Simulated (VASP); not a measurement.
# Au (Cmcm) in VASP: a series of runs

Aim: see how the results for Au move with the level of theory and the settings. Levels: PBE, RPBE. Tasks: single point.

Everything below comes from runs of VASP 6.6.1. Logs are shortened: lines on timing, memory, paths and dates and some standing lists are left out, and cuts for length are marked.

## Step 1: The cell of the first run

The structure is orthorhombic, space group Cmcm (No. 63). The conventional cell has a = 2.823 Å, b = 5.112 Å, c = 4.893 Å, α = 90.00°, β = 90.00°, γ = 90.00°. Within 3.7 Å of Au (site symmetry m2m) lie 12 Au at 2.82 to 2.97 Å.

## Step 2: Single point, PBE

File INCAR:

```
PREC = Accurate
ENCUT = 500
EDIFF = 1E-6
ISMEAR = 0
SIGMA = 0.1
LREAL = False
LASPH = True
NELM = 120
ALGO = Normal
ISIF = 2
LWAVE = False
LCHARG = False
GGA = PE
NBANDS = 18
GGA_COMPAT = False
```

File KPOINTS:

```
Automatic mesh
0
Gamma
  4 4 2
  0.5 0.5 0
```

File POSCAR:

```
Au
1.0
    1.4113099650     -2.5559330250      0.0000000000
    1.4113099650      2.5559330250      0.0000000000
    0.0000000000      0.0000000000      4.8931696100
Au
2
Direct
    0.6653279700      0.3346720300      0.2500000000
    0.3346720300      0.6653279700      0.7500000000
```

Potentials or basis: VASP PAW PBE potentials, release 64 (Au).

On the command line:

```bash
$ cat potpaw_PBE.64/Au/POTCAR > POTCAR
$ mpirun -np 1 vasp_std > vasp.out
```

OUTCAR:

```text
PREC = Accurate
   ENCUT = 500
   EDIFF = 1E-6
   ISMEAR = 0
   LREAL = False
   LASPH = True
   NELM = 120
   ISIF = 2
   GGA = PE

 ion  position               nearest neighbor table
   1  0.665  0.335  0.250-   2 2.95   2 2.95   2 2.95   2 2.95   2 2.97   2 2.97
   2  0.335  0.665  0.750-   1 2.95   1 2.95   1 2.95   1 2.95   1 2.97   1 2.97

  LATTYP: Found a base centered orthorhombic cell.
 ALAT       =     2.8226199300
 B/A-ratio  =     1.8110359088
 C/A-ratio  =     1.7335559627

  Lattice vectors:

 A1 = (   1.4113099650,  -2.5559330250,   0.0000000000)
 A2 = (   1.4113099650,   2.5559330250,   0.0000000000)
 A3 = (   0.0000000000,   0.0000000000,   4.8931696100)

Analysis of symmetry for initial positions (statically):
=====================================================================
 Subroutine PRICEL returns:
 Original cell was already a primitive cell.

 Routine SETGRP: Setting up the symmetry group for a
 base centered orthorhombic supercell.

 Subroutine GETGRP returns: Found  8 space group operations
 (whereof  4 operations were pure point group operations)
 out of a pool of  8 trial point group operations.

The static configuration has the point symmetry C_2h.
 The point group associated with its full space group is D_2h.

Analysis of symmetry for dynamics (positions and initial velocities):
=====================================================================
 Subroutine PRICEL returns:
 Original cell was already a primitive cell.

 Routine SETGRP: Setting up the symmetry group for a
 base centered orthorhombic supercell.

 Subroutine GETGRP returns: Found  8 space group operations
 (whereof  4 operations were pure point group operations)
 out of a pool of  8 trial point group operations.

The dynamic configuration has the point symmetry C_2h.
 The point group associated with its full space group is D_2h.

 Subroutine INISYM returns: Found  8 space group operations
 (whereof  4 operations are pure point group operations),
 and found     1 'primitive' translations

----------------------------------------------------------------------------------------

                                     Primitive cell

  volume of cell :      35.3014

  direct lattice vectors                    reciprocal lattice vectors
     1.411309965 -2.555933025  0.000000000     0.354280783 -0.195623279  0.000000000
     1.411309965  2.555933025  0.000000000     0.354280783  0.195623279  0.000000000
     0.000000000  0.000000000  4.893169610     0.000000000  0.000000000  0.204366511

  length of vectors
     2.919689957  2.919689957  4.893169610     0.404701545  0.404701545  0.204366511

  position of ions in fractional coordinates (direct lattice)
     0.665327970  0.334672030  0.250000000
     0.334672030  0.665327970  0.750000000

  ion indices of the primitive-cell ions
   primitive index   ion index
                 1           1
                 2           2

----------------------------------------------------------------------------------------

 KPOINTS: Automatic mesh

Automatic generation of k-mesh.
 Grid dimensions read from file:
 generate k-points for:    4    4    2

 Generating k-lattice:

  Cartesian coordinates                     Fractional coordinates (reciprocal lattice)
     0.088570196 -0.048905820  0.000000000     0.250000000  0.000000000  0.000000000
     0.088570196  0.048905820  0.000000000     0.000000000  0.250000000  0.000000000
     0.000000000  0.000000000  0.102183255     0.000000000  0.000000000  0.500000000

  Length of vectors
     0.101175386  0.101175386  0.102183255

  Shift w.r.t. Gamma in fractional coordinates (k-lattice)
     0.500000000  0.500000000  0.000000000

 Subroutine IBZKPT returns following result:
 ===========================================

 Found     12 irreducible k-points:

 Following reciprocal coordinates:
            Coordinates               Weight
  0.125000  0.125000  0.000000      2.000000
  0.375000  0.125000  0.000000      4.000000
 -0.375000  0.125000  0.000000      4.000000
 -0.125000  0.125000  0.000000      2.000000
  0.375000  0.375000  0.000000      2.000000
 -0.375000  0.375000  0.000000      2.000000
  0.125000  0.125000  0.500000      2.000000
  0.375000  0.125000  0.500000      4.000000
 -0.375000  0.125000  0.500000      4.000000
 -0.125000  0.125000  0.500000      2.000000
  0.375000  0.375000  0.500000      2.000000
 -0.375000  0.375000  0.500000      2.000000
   k-points           NKPTS =     12   k-points in BZ     NKDIM =     12   number of bands    NBANDS=     18
   number of dos      NEDOS =    301   number of ions     NIONS =      2
   total plane-waves  NPLWV =  20736
   dimension x,y,z NGX =    24 NGY =   24 NGZ =   36
   dimension x,y,z NGXF=    48 NGYF=   48 NGZF=   72
   ions per type =               2
   NGX,Y,Z   is equivalent  to a cutoff of  13.67, 13.67, 12.23 a.u.
   NGXF,Y,Z  is equivalent  to a cutoff of  27.33, 27.33, 24.46 a.u.
 SYSTEM =  unknown system
   PREC   = accura    normal or accurate (medium, high low for compatibility)
   ISTART =      0    job   : 0-new  1-cont  2-samecut
   ICHARG =      2    charge: 1-file 2-atom 10-const
   ISPIN  =      1    spin polarized calculation?
   LNONCOLLINEAR =      F non collinear calculations
   LSORBIT =      F    spin-orbit coupling
   LASPH  =      T    aspherical Exc in radial PAW
   ENCUT  =  500.0 eV  36.75 Ry    6.06 a.u.   5.32  5.32  8.92*2*pi/ulx,y,z
   NELM   =    120;   NELMIN=  2; NELMDL= -5     # of ELM steps
   EDIFF  = 0.1E-05   stopping-criterion for ELM
   LREAL  =      F    real-space projection
   EDIFFG = 0.1E-04   stopping-criterion for IOM
   NSW    =      0    number of steps for IOM
   IBRION =     -1    ionic relax: 0-MD 1-quasi-New 2-CG
   NFREE  =      0    steps in history (QN), initial steepest desc. (CG)
   ISIF   =      2    stress and relaxation
   ISYM   =      2    0-nonsym 1-usesym 2-fastsym
   POTIM  = 0.5000    time-step for ionic-motion
   TEBEG  =    0.0;   TEEND  =   0.0 temperature during run
   PSTRESS=    0.0 pullay stress
   NELECT =      22.0000    total number of electrons
   NUPDOWN=      -1.0000    fix difference up-down
   EMIN   =  10.00;   EMAX   =-10.00  energy-range for DOS
   EFERMI =   0.00;   METHOD = LEGACY
   ISMEAR =     0;   SIGMA  =   0.10  broadening in eV -4-tet -1-fermi 0-gaus
   EFERMI_NEDOS =   21; number of points for ismear=-14 and -15
   IALGO  =     38    algorithm
   IMIX   =      4    mixing-type and parameters
     AMIX     =   0.40;   BMIX     =  1.00
     AMIX_MAG =   1.60;   BMIX_MAG =  1.00
  volume/ion in A,a.u.               =      17.65       119.11
  Fermi-wavevector in a.u.,A,eV,Ry     =   1.398358  2.642513 26.604898  1.955405
  Thomas-Fermi vector in A             =   2.521524
   LORBIT       =      0    0 simple, 1 ext, 2 COOP (PROOUT), +10 PAW based schemes
   GGA     = PE    functional components
   LHFCALC =     F    Hartree Fock is set to
   AEXX    =    0.0000 exact exchange contribution
   IVDW    =     0    specifies the selected vdW correction
   LEPSILON=     F    determine dielectric tensor
   LRPA    =     F    only Hartree local field effects (RPA)
 non-spin polarized calculation
 Gauss-broadening in eV      SIGMA  =   0.10
  energy-cutoff  :      500.00
  volume of cell :       35.30
 maximum number of plane-waves:       905
 NGX is ok and might be reduce to    24
   NGX = 11   NGY = 11   NGZ = 17

 number of electron      21.9999996 magnetization

 Free energy of the ion-electron system (eV)
  ---------------------------------------------------
  ext. energy  EPLUGINS =         0.00000000
  ---------------------------------------------------
  free energy    TOTEN  =        -6.57518191 eV

  energy without entropy =       -6.56812954  energy(sigma->0) =       -6.57165573

 E-fermi :   9.0851     XC(G=0): -12.5010

 val. band max:        7.6819988805   @ k =  -0.3750   0.3750   0.5000
 cond. band min:       9.0850799104   @ k =   0.3750   0.1250   0.0000
 fundamental gap:      1.4030810299
 Fermi energy:         9.0850799103

 k-point     1 :       0.1250    0.1250    0.0000
  band No.  band energies     occupation
      1       0.8363      2.00000
      2       2.8456      2.00000
      3       3.8731      2.00000
      4       4.2135      2.00000
      5       4.5297      2.00000
      6       4.7884      2.00000
[... 10 lines left out ...]
     17      25.8885      0.00000
     18      26.3763      0.00000

 k-point     2 :       0.3750    0.1250    0.0000
  band No.  band energies     occupation
      1       2.6785      2.00000
      2       2.6984      2.00000
      3       2.9159      2.00000
      4       4.2804      2.00000
      5       4.7809      2.00000
      6       4.8006      2.00000
[... 10 lines left out ...]
     17      21.0186      0.00000
     18      23.1980      0.00000

 k-point     3 :      -0.3750    0.1250    0.0000
  band No.  band energies     occupation
      1       2.0783      2.00000
      2       3.0214      2.00000
      3       3.4599      2.00000
      4       3.8803      2.00000
      5       4.5321      2.00000
      6       4.5342      2.00000
[... 10 lines left out ...]
     17      23.2557      0.00000
     18      24.4250      0.00000

 k-point     4 :      -0.1250    0.1250    0.0000
  band No.  band energies     occupation
      1      -0.1448      2.00000
      2       2.1135      2.00000
      3       3.8991      2.00000
      4       4.2601      2.00000
      5       4.6712      2.00000
      6       5.0507      2.00000
[... 123 lines left out ...]
      4       3.8646      2.00000
      5       4.2738      2.00000
      6       4.2738      2.00000
[... 10 lines left out ...]
     17      25.7070      0.00000
     18      25.7070      0.00000

 k-point    11 :       0.3750    0.3750    0.5000
  band No.  band energies     occupation
      1       3.0604      2.00000
      2       3.0604      2.00000
      3       3.7802      2.00000
      4       3.7802      2.00000
      5       4.4902      2.00000
      6       4.4902      2.00000
[... 10 lines left out ...]
     17      23.6335      0.00000
     18      23.6335      0.00000

 k-point    12 :      -0.3750    0.3750    0.5000
  band No.  band energies     occupation
      1       2.1955      2.00000
      2       2.1955      2.00000
      3       3.2628      2.00000
      4       3.2628      2.00000
      5       5.7052      2.00000
      6       5.7052      2.00000
[... 10 lines left out ...]
     17      23.9637      0.00000
     18      23.9637      0.00000

------------------------ aborting loop because EDIFF is reached ----------------------------------------

  FORCE on cell =-STRESS in cart. coord.  units (eV):
  Direction    XX          YY          ZZ          XY          YZ          ZX
  --------------------------------------------------------------------------------------
  -------------------------------------------------------------------------------------
  Total        0.4219020      0.6576097      0.5829656      0.0000000      0.0000000      0.0000000
  in kB       19.1482928     29.8460364     26.4582669      0.0000000      0.0000000      0.0000000
  external PRESSURE =      25.1508654 kB  Pullay stress =       0.0000000 kB

 VOLUME and BASIS-vectors are now :
 -----------------------------------------------------------------------------
  energy-cutoff  :      500.00
  volume of cell :       35.30
      direct lattice vectors                 reciprocal lattice vectors
     1.411309965 -2.555933025  0.000000000     0.354280783 -0.195623279  0.000000000
     1.411309965  2.555933025  0.000000000     0.354280783  0.195623279  0.000000000
     0.000000000  0.000000000  4.893169610     0.000000000  0.000000000  0.204366511

 POSITION                                       TOTAL-FORCE (eV/Angst)
 -----------------------------------------------------------------------------------
      1.41131     -0.84513      1.22329         0.000000      0.095275     -0.000000
      1.41131      0.84513      3.66988         0.000000     -0.095275      0.000000
 -----------------------------------------------------------------------------------
    total drift:                                0.000000      0.000000     -0.000000

  FREE ENERGIE OF THE ION-ELECTRON SYSTEM (eV)
  ---------------------------------------------------
  free  energy   TOTEN  =        -6.5751819117 eV

  energy  without entropy=       -6.5681295418  energy(sigma->0) =       -6.57165573
```

Wall time 4 s (1 thread of Intel Xeon 6975P-C (Granite Rapids), shared host); peak memory 0.15 GiB.

What came out:

```yaml
Free_energy: -6.5752 eV
Pressure: 2.5 GPa
Largest_force: 0.095 eV/Å
Band_gap_on_the_k_mesh: zero (band 11 reaches 12.10 eV, above the bottom of band 12 at 6.45 eV)
```

Forces in eV/Å, atoms in the order of the input:
```
Au   0.000  0.095  0.000
Au   0.000 -0.095  0.000
```

Stress tensor (GPa, compression positive):
```
1.91 0.00 0.00
0.00 2.98 0.00
0.00 0.00 2.65
```

Caveat: the k points lie up to 0.64 Å⁻¹ apart; spin-orbit coupling is left out, which moves the levels of the heavy elements.

## Step 3: Single point, RPBE

File INCAR:

```
ALGO = Normal
EDIFF = 1E-6
ENCUT = 500
GGA = RP
GGA_COMPAT = F
ISIF = 2
ISMEAR = 1
LASPH = T
LCHARG = F
LREAL = F
LWAVE = F
NBANDS = 18
NELM = 120
PREC = Accurate
SIGMA = 0.036
```

File KPOINTS:

```
k-points
0
Gamma
  4 4 2
```

POSCAR is that of step 2.

Potentials or basis: VASP PAW PBE potentials, release 64 (Au).

On the command line:

```bash
$ cat potpaw_PBE.64/Au/POTCAR > POTCAR
$ mpirun -np 1 vasp_std > vasp.out
```

OUTCAR:

```text
EDIFF = 1E-6
   ENCUT = 500
   GGA = RP
   ISIF = 2
   ISMEAR = 1
   LASPH = T
   LREAL = F
   NELM = 120
   PREC = Accurate

 ion  position               nearest neighbor table
   1  0.665  0.335  0.250-   2 2.95   2 2.95   2 2.95   2 2.95   2 2.97   2 2.97
   2  0.335  0.665  0.750-   1 2.95   1 2.95   1 2.95   1 2.95   1 2.97   1 2.97

  LATTYP: Found a base centered orthorhombic cell.
 ALAT       =     2.8226199300
 B/A-ratio  =     1.8110359088
 C/A-ratio  =     1.7335559627

  Lattice vectors:

 A1 = (   1.4113099650,  -2.5559330250,   0.0000000000)
 A2 = (   1.4113099650,   2.5559330250,   0.0000000000)
 A3 = (   0.0000000000,   0.0000000000,   4.8931696100)

Analysis of symmetry for initial positions (statically):
=====================================================================
 Subroutine PRICEL returns:
 Original cell was already a primitive cell.

 Routine SETGRP: Setting up the symmetry group for a
 base centered orthorhombic supercell.

 Subroutine GETGRP returns: Found  8 space group operations
 (whereof  4 operations were pure point group operations)
[... 152 lines left out ...]
  free energy    TOTEN  =        -4.97724373 eV

  energy without entropy =       -4.97660902  energy(sigma->0) =       -4.97703216

 E-fermi :   9.5032     XC(G=0): -12.4178

 val. band max:        9.3288988408   @ k =   0.5000   0.5000   0.5000
 cond. band min:       9.5032474994   @ k =   0.5000  -0.0000   0.0000
 fundamental gap:      0.1743486586
 Fermi energy:         9.5032474994

 k-point     1 :       0.0000    0.0000    0.0000
  band No.  band energies     occupation
      1      -0.4533      2.00000
      2       1.8941      2.00000
      3       4.2441      2.00000
      4       4.2934      2.00000
      5       4.6320      2.00000
      6       4.8678      2.00000
[... 271 lines left out ...]
      5       5.8062      2.00000
      6       5.8062      2.00000
[... 10 lines left out ...]
     17      23.3041      0.00000
     18      23.3041      0.00000

------------------------ aborting loop because EDIFF is reached ----------------------------------------

  FORCE on cell =-STRESS in cart. coord.  units (eV):
  Direction    XX          YY          ZZ          XY          YZ          ZX
  --------------------------------------------------------------------------------------
  -------------------------------------------------------------------------------------
  Total        2.0048109      2.5032944      0.5317432      0.0000000      0.0000000      0.0000000
  in kB       90.9896186    113.6136101     24.1335037      0.0000000      0.0000000      0.0000000
  external PRESSURE =      76.2455775 kB  Pullay stress =       0.0000000 kB

 VOLUME and BASIS-vectors are now :
 -----------------------------------------------------------------------------
  energy-cutoff  :      500.00
  volume of cell :       35.30
      direct lattice vectors                 reciprocal lattice vectors
     1.411309965 -2.555933025  0.000000000     0.354280783 -0.195623279  0.000000000
     1.411309965  2.555933025  0.000000000     0.354280783  0.195623279  0.000000000
     0.000000000  0.000000000  4.893169610     0.000000000  0.000000000  0.204366511

 POSITION                                       TOTAL-FORCE (eV/Angst)
 -----------------------------------------------------------------------------------
      1.41131     -0.84513      1.22329         0.000000      0.213437      0.000000
      1.41131      0.84513      3.66988         0.000000     -0.213437     -0.000000
 -----------------------------------------------------------------------------------
    total drift:                                0.000000      0.000000     -0.000000

  FREE ENERGIE OF THE ION-ELECTRON SYSTEM (eV)
  ---------------------------------------------------
  free  energy   TOTEN  =        -4.9772437327 eV

  energy  without entropy=       -4.9766090195  energy(sigma->0) =       -4.97703216
```

It took 4.5 s on 1 thread of Intel Xeon 6975P-C (Granite Rapids), shared host; peak memory 0.15 GiB.

What came out:

| Quantity | Value |
| --- | --- |
| Free energy | -4.9772 eV |
| Pressure | 7.6 GPa |
| Largest force | 0.213 eV/Å |
| Band gap on the k mesh | zero (band 11 reaches 10.19 eV, above the bottom of band 12 at 6.46 eV) |

Forces on the atoms (eV/Å):
```
Au   0.000  0.213  0.000
Au   0.000 -0.213  0.000
```

Levels at points of the mesh, in eV from the Fermi level:
```tsv
k point	band 9	band 10	band 11	band 12	band 13	band 14
(0.00, 0.00, 0.00)	-3.85	-2.71	-2.65	-1.51	1.91	14.03
(0.50, 0.00, 0.00)	-2.34	-2.19	0.00	1.23	5.28	6.77
(0.50, 0.50, 0.00)	-2.42	-2.25	-0.27	0.77	4.89	6.31
(0.00, 0.00, 0.50)	-3.17	-3.17	-3.04	-3.04	9.71	9.71
(0.50, 0.00, 0.50)	-2.24	-2.24	0.19	0.19	3.54	3.54
(0.50, 0.50, 0.50)	-2.32	-2.32	-0.17	-0.17	2.99	2.99
```

Caveat: the k points lie up to 0.64 Å⁻¹ apart; the PAW data sets were made with another functional, which shifts forces and pressure a little; spin-orbit coupling is left out, which moves the levels of the heavy elements.

## Step 4: Single point, PBE

File INCAR:

```
SYSTEM = Au
PREC = Accurate
ENCUT = 500
EDIFF = 1E-6
ISMEAR = 0
SIGMA = 0.1
LREAL = .False.
LASPH = .True.
NELM = 120
ALGO = Normal
ISIF = 2
LWAVE = .False.
LCHARG = .True.
GGA = PE
LELF = .True.
LVHAR = .True.
NBANDS = 18
GGA_COMPAT = .False.
```

File KPOINTS:

```
regular mesh
0
Gamma
  6 6 3
  0 0 0
```

POSCAR is that of step 3.

On the command line:

```bash
$ cat potpaw_PBE.64/Au/POTCAR > POTCAR
$ mpirun -np 1 vasp_std > vasp.out
```

Run time: 6.2 s. Hardware: 1 thread of Intel Xeon 6975P-C (Granite Rapids), shared host; peak memory 0.15 GiB.

The run converged. Its results:

```
Free energy            : -6.2786 eV
Pressure               : 3.7 GPa
Band gap on the k mesh : zero (band 11 reaches 11.85 eV, above the bottom of band 12 at 6.61 eV)
```

Stress tensor (GPa, compression positive):
```
0.01 0.00 0.00
0.00 3.71 0.00
0.00 0.00 7.27
```

Levels at points of the mesh, in eV from the Fermi level:
```csv
k point,band 9,band 10,band 11,band 12,band 13,band 14
"(0.00, 0.00, 0.00)",-3.32,-2.17,-2.13,-1.01,2.42,14.54
"(0.50, 0.00, 0.00)",-1.85,-1.70,0.49,1.71,5.73,7.24
"(0.50, 0.50, 0.00)",-1.91,-1.76,0.23,1.25,5.35,6.76
```

Caveat: the k points lie up to 0.43 Å⁻¹ apart; spin-orbit coupling is left out, which moves the levels of the heavy elements.

## Step 5: Overview

| level | k mesh | smearing | gap on the mesh (eV) | pressure (GPa) | largest force (eV/Å) |
| --- | --- | --- | --- | --- | --- |
| PBE | 4 × 4 × 2, shifted | gaussian 0.1 eV | none | 2.5 | 0.10 |
| RPBE | 4 × 4 × 2 | methfessel-paxton 0.036 eV | none | 7.6 | 0.21 |
| PBE | 6 × 6 × 3 | gaussian 0.1 eV | none | 3.7 | - |

Alike in all rows: task single point; potentials or basis VASP PAW PBE potentials, release 64 (Au); no spin polarisation; cell as given; cutoff (eV) 500.

Caveats: all runs use coarse meshes; spin-orbit coupling is left out, which moves the levels of the heavy elements; the PAW data sets were made with another functional, which shifts forces and pressure a little (some runs).

Total energies depend on the potentials used, so only differences within one code and one set of settings carry meaning.
